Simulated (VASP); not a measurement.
The system is C.

```xyz
2
Lattice="0.0000 1.7857 1.7857 1.7857 0.0000 1.7857 1.7857 1.7857 0.0000" Properties=species:S:1:pos:R:3 pbc="T T T"
C     1.7857    1.7857    1.7857
C     2.6786    2.6786    2.6786
```

Base run:

```yaml
Program: VASP 6.6.1
Functional: PBE
Potentials_or_basis: VASP PAW PBE potentials, release 64 (C)
Cutoff: 600 eV
k_mesh: 12 × 12 × 12
Occupations: methfessel-paxton, width 0.05 eV
Spin: no spin polarisation
```

Its results: band gap on the k mesh 4.14 eV, indirect (least direct gap 5.58 eV); pressure 0.0 GPa.

The run is repeated on the same cell with these changes: cutoff from 600 eV to 520 eV; occupations from methfessel-paxton, width 0.05 eV to gaussian, width 0.05 eV. What comes out?

Band gap on the k mesh 4.14 eV, indirect (least direct gap 5.58 eV); pressure 0.7 GPa.

A k mesh can miss the band edges.
